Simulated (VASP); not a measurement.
Crystal: CO2.

```
CELL_PARAMETERS angstrom
5.63000 0.00000 0.00000
0.00000 5.63000 0.00000
0.00000 0.00000 5.63000
ATOMIC_POSITIONS crystal
C 0.00000 0.00000 0.00000
C 0.50000 0.00000 0.50000
C 0.50000 0.50000 0.00000
C 0.00000 0.50000 0.50000
O 0.11981 0.11981 0.11981
O 0.38019 0.88019 0.61981
O 0.61981 0.38019 0.88019
O 0.88019 0.61981 0.38019
O 0.88019 0.88019 0.88019
O 0.61981 0.11981 0.38019
O 0.38019 0.61981 0.11981
O 0.11981 0.38019 0.61981
```

Base run:

| Quantity | Value |
| --- | --- |
| Program | VASP 6.6.1 |
| Functional | r2SCAN |
| Potentials or basis | VASP PAW PBE potentials, release 64 (C, O) |
| Cutoff | 520 eV |
| k mesh | 4 × 4 × 4 |
| Occupations | fermi-dirac, width 0.02 eV |
| Spin | no spin polarisation |

Its results: band gap on the k mesh 7.40 eV; pressure -0.8 GPa; largest force 0.094 eV/Å.

Task: The run is repeated on the same cell with these changes: functional from r2SCAN to PBE. What comes out?

Result: Band gap on the k mesh 6.77 eV; pressure 2.8 GPa; largest force 0.651 eV/Å.

Caveats: the PAW data sets were made with another functional, which shifts forces and pressure a little (at least some runs); this functional lacks dispersion, which holds the molecules together, so the pressure and a relaxed volume are unreliable (at least some runs).

A k mesh can miss the band edges.
